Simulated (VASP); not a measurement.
Write the native input for VASP 6.6.1 that does the following.

```
Task                   : single point
Functional             : r2SCAN
Potentials or basis    : VASP PAW PBE potentials, release 64 (Sn_d, O)
Cutoff                 : 520 eV
k mesh                 : 5 × 5 × 7
Occupations            : gaussian, width 0.01 eV
Spin                   : no spin polarisation
Dipole correction      : no
Further INCAR settings : ALGO = Normal; EDIFF = 1e-07; NBANDS = 35
```

Crystal: SnO2.

```xyz
6
Lattice="4.7594 0.0000 0.0000 0.0000 4.7599 0.0000 0.0000 0.0000 3.2007" Properties=species:S:1:pos:R:3 pbc="T T T"
Sn    2.3797    2.3799    1.6004
Sn    0.0000    0.0000    0.0000
O     1.4554    1.4566    0.0000
O     3.8351    0.9233    1.6004
O     0.9244    3.8365    1.6004
O     3.3041    3.3032    0.0000
```

The input as run:

POSCAR

```
SnO2
1.0
    4.7594439788      0.0000000000      0.0000000000
    0.0000000000      4.7598585916      0.0000000000
    0.0000000000      0.0000000000      3.2007489757
Sn O
2 4
Direct
    0.5000000000      0.5000000000      0.5000000000
    0.0000000000      0.0000000000      0.0000000000
    0.3057860081      0.3060209898      0.0000000000
    0.8057860081      0.1939790102      0.5000000000
    0.1942139919      0.8060209898      0.5000000000
    0.6942139919      0.6939790102      0.0000000000
```

INCAR.step1

```
SYSTEM = SnO2
PREC     = Accurate       ! precision mode
ENCUT    = 520            ! plane-wave cutoff, eV
ISMEAR   = 0              ! smearing method
SIGMA    = 0.01           ! smearing width, eV
LREAL    = .False.        ! projectors in reciprocal space
LASPH    = .True.         ! aspherical terms in the spheres
NELM     = 80             ! most SCF steps
NBANDS   = 35             ! bands
GGA      = PE             ! functional
ALGO     = Normal         ! electronic algorithm
EDIFF    = 1E-4           ! SCF threshold, eV
LWAVE    = .True.         ! write WAVECAR
LCHARG   = .False.        ! write CHGCAR
```

INCAR.step2

```
SYSTEM = SnO2
PREC     = Accurate       ! precision mode
ENCUT    = 520            ! plane-wave cutoff, eV
EDIFF    = 1E-7           ! SCF threshold, eV
ISMEAR   = 0              ! smearing method
SIGMA    = 0.01           ! smearing width, eV
LREAL    = .False.        ! projectors in reciprocal space
LASPH    = .True.         ! aspherical terms in the spheres
NELM     = 80             ! most SCF steps
ALGO     = Normal         ! electronic algorithm
ISIF     = 2              ! what is computed and relaxed
LWAVE    = .False.        ! write WAVECAR
LCHARG   = .False.        ! write CHGCAR
METAGGA  = R2SCAN         ! meta-GGA
LMIXTAU  = .True.       
NBANDS   = 35             ! bands
ISTART   = 1
```

KPOINTS

```
Automatic mesh
0
Gamma
  5 5 7
  0 0 0
```

Potentials or basis: VASP PAW PBE potentials, release 64 (Sn_d, O).

Launch:

```console
$ cat potpaw_PBE.64/Sn_d/POTCAR potpaw_PBE.64/O/POTCAR > POTCAR
$ cp INCAR.step1 INCAR
$ mpirun -np 1 vasp_std > vasp.out
$ cp INCAR.step2 INCAR
$ mpirun -np 1 vasp_std > vasp.out
```

It gave:

* Pressure: 1.1 GPa
* Largest force: 0.027 eV/Å
* Band gap on the k mesh: 1.80 eV

Caveat: the PAW data sets were made with another functional, which shifts forces and pressure a little; spin-orbit coupling is left out, which moves the levels of the heavy elements.

It took 4.7 min on 1 thread of Intel(R) Xeon(R) Platinum 8259CL CPU @ 2.50GHz (Skylake/Cascade Lake), on a shared host, peak memory 0.22 GiB.
